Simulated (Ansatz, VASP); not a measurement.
One calculation of SnO2, two programs

INCAR

```
SYSTEM = SnO2
PREC = Accurate ; ENCUT = 520
EDIFF = 1E-7 ; ISMEAR = -1
SIGMA = 0.05 ; LREAL = .FALSE.
LASPH = .TRUE. ; NELM = 100
ALGO = Normal ; ISIF = 2
LWAVE = .FALSE. ; LCHARG = .FALSE.
GGA = PE ; NBANDS = 20
```

File KPOINTS:

```
regular mesh
0
G
  9 9 9
  0 0 0
```

Contents of POSCAR:

```
SnO2
1.0
    0.0000000000      2.5216015818      2.5216015818
    2.5216015818      0.0000000000      2.5216015818
    2.5216015818      2.5216015818      0.0000000000
Sn O
1 2
Direct
    0.0000000000      0.0000000000      0.0000000000
    0.7500000000      0.7500000000      0.7500000000
    0.2500000000      0.2500000000      0.2500000000
```

Contents of input.yaml:

```yaml
crystal:
  lattice:
    - [0.0, 2.5216015818, 2.5216015818]
    - [2.5216015818, 0.0, 2.5216015818]
    - [2.5216015818, 2.5216015818, 0.0]
  atoms:
    - { symbol: Sn, position: [0.0, 0.0, 0.0] }
    - { symbol: O, position: [0.75, 0.75, 0.75] }
    - { symbol: O, position: [0.25, 0.25, 0.25] }
kpoints:
  mp_grid: { grid: [9, 9, 9] }
scf:
  occupations: { method: fermi_dirac, width: 0.05 }
hamiltonian:
  xc: pbe
  pseudopotentials: { kind: all_electron, lapw: { basis_error: 0.001 } }
output:
  forces: true
  stress: true
  eigenvalues: true
```

Change from the starting cell: volume scaled by 0.94.

Alike in both runs: task single point; functional PBE; k mesh 9 × 9 × 9; occupations fermi-dirac, width 0.05 eV; no spin polarisation.

|  | VASP | Ansatz |
| --- | --- | --- |
| version | VASP 6.6.1 | Ansatz 0.2.0 |
| potentials or method | VASP PAW PBE potentials, release 64 (Sn_d, O), cutoff 520 eV | all-electron LAPW, scalar-relativistic |

Ansatz gave:

```
gap on the k mesh at the Fermi level (eV) : 0.52
least direct gap on the mesh (eV)         : 1.86
pressure (GPa)                            : 12.6
```

Question: Which values does VASP return?

Answer: gap on the k mesh at the Fermi level (eV): 0.51; least direct gap on the mesh (eV): 1.85; pressure (GPa): 13.4.

Ansatz ran all-electron here, and VASP with PAW potentials.
